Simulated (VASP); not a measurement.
Here is a VASP 6.6.1 calculation.

INCAR

```
PREC     = Accurate       # precision mode
ENCUT    = 450            # plane-wave cutoff, eV
EDIFF    = 1E-7           # SCF threshold, eV
ISMEAR   = 0              # smearing method
SIGMA    = 0.1            # smearing width, eV
LREAL    = False          # projectors in reciprocal space
LASPH    = True           # aspherical terms in the spheres
NELM     = 120            # most SCF steps
ALGO     = Normal         # electronic algorithm
ISIF     = 2              # what is computed and relaxed
LWAVE    = False          # write WAVECAR
LCHARG   = False          # write CHGCAR
LDIPOL   = True         
IDIPOL   = 3            
DIPOL    = 0.5 0.5 0.327
GGA      = PE             # functional
IBRION   = 2              # ionic algorithm
NSW      = 36             # ionic steps
EDIFFG   = -0.025         # ionic threshold
GGA_COMPAT= False        
NELMIN   = 4            
NELMDL   = -8           
KPAR     = 4
```

File KPOINTS:

```
Automatic mesh
0
Gamma
  5 5 1
```

File POSCAR:

```
W12Cl
1.0
    5.5143287209      0.0000000000      0.0000000000
   -1.8381095736      5.1989589763      0.0000000000
    0.0000000000      0.0000000000     19.8562160851
W Cl
12 1
Selective dynamics
Direct
    0.2500000000      0.2500000000      0.2014482509  F F F
    0.2500000000      0.7500000000      0.2014482509  F F F
    0.7500000000      0.2500000000      0.2014482509  F F F
    0.7500000000      0.7500000000      0.2014482509  F F F
    0.0000000000      0.0000000000      0.3111437105  F F F
    0.0000000000      0.5000000000      0.3111437105  F F F
    0.5000000000      0.0000000000      0.3111437105  F F F
    0.5000000000      0.5000000000      0.3111437105  F F F
    0.2500000000      0.2500000000      0.4208362786  F F F
    0.2500000000      0.7500000000      0.4208362786  F F F
    0.7500000000      0.2500000000      0.4208362786  F F F
    0.7500000000      0.7500000000      0.4208362786  F F F
    0.4166666667      0.5833333333      0.5165113846  F F T
```

Potentials or basis: VASP PAW PBE potentials, release 64 (W_sv, Cl).

The run is started by

```sh
$ cat potpaw_PBE.64/W_sv/POTCAR potpaw_PBE.64/Cl/POTCAR > POTCAR
$ mpirun -np 4 vasp_std > vasp.out
```

Problem. Estimate the band gap on the k mesh.

Solution. Zero (an odd number of electrons rules out a gap without spin polarisation).

Problem. Estimate the energy gained by relaxing.

Solution. 0.8 meV/atom.

Step by step:
| step | energy change (eV) | largest force on free atoms (eV/Å) | pressure (GPa) |
| --- | --- | --- | --- |
| 1 | 0.0000 | 0.3966 | -1.80 |
| 2 | -0.0061 | 0.2400 | -1.86 |
| 3 | -0.0098 | 0.0167 | -1.96 |

Caveat: spin-orbit coupling is left out, which moves the levels of the heavy elements; an odd number of electrons without spin polarisation forces a metal; a magnetic or distorted state may lie lower.
